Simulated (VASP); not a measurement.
# Be3CdTe4: single point with PBE

Crystal: Be3CdTe4.

```xyz
8
Lattice="-2.9595 2.9595 5.8537 2.9595 -2.9595 5.8537 2.9595 2.9595 -5.8537" Properties=species:S:1:pos:R:3 pbc="T T T"
Be    0.0000    0.0000    5.8537
Be    0.0000    2.9595    2.9268
Be    2.9595    0.0000    2.9268
Cd    0.0000    0.0000    0.0000
Te    1.6276    1.6276    1.5810
Te   -1.3319    1.3319    4.2726
Te    1.3319    1.3319    7.4347
Te    1.3319   -1.3319    4.2726
```

The cell was generated, and may not be a known phase.

```json
{"Program": "VASP 6.6.1", "Task": "single point", "Functional": "PBE", "Potentials or basis": "VASP PAW PBE potentials, release 64 (Be, Cd, Te)", "Cutoff": "520 eV", "k mesh": "8 × 8 × 8", "Occupations": "gaussian, width 0.02 eV", "Spin": "no spin polarisation"}
```

```json
{
 "Pressure": "0.1 GPa",
 "Largest force": "0.010 eV/Å",
 "Band gap on the k mesh": "2.05 eV (least direct gap 2.12 eV)"
}
```

Forces in eV/Å, atoms in the order of the input:
```
Be   0.000  0.000  0.000
Be   0.000  0.000  0.000
Be   0.000  0.000  0.000
Cd   0.000  0.000  0.000
Te   0.005  0.005  0.006
Te   0.005 -0.005 -0.006
Te  -0.005 -0.005  0.006
Te  -0.005  0.005 -0.006
```

Levels at points of the mesh, in eV from the valence-band top:
| k point | band 17 | band 18 | band 19 | band 20 | band 21 | band 22 | band 23 | band 24 | band 25 | band 26 |
| --- | --- | --- | --- | --- | --- | --- | --- | --- | --- | --- |
| (0.00, 0.00, 0.00) | -2.25 | -2.25 | -0.22 | 0.00 | 0.00 | 2.12 | 2.26 | 2.57 | 3.74 | 3.74 |
| (0.50, 0.00, 0.00) | -2.27 | -2.13 | -1.34 | -1.00 | -1.00 | 3.40 | 3.67 | 3.74 | 3.87 | 4.02 |
| (0.50, 0.50, 0.00) | -1.36 | -1.13 | -1.05 | -0.63 | -0.62 | 2.28 | 2.54 | 3.20 | 4.00 | 4.34 |
| (0.50, 0.50, 0.50) | -1.97 | -1.97 | -1.94 | -0.96 | -0.96 | 2.05 | 2.25 | 2.25 | 2.46 | 3.00 |

Wall time 6.5 min on 1 thread of AMD EPYC 7R13 Processor (Zen 3), with other jobs on the host, peak memory 0.57 GiB.

Caveat: spin-orbit coupling is left out, which moves the levels of the heavy elements. A k mesh can miss the band edges.
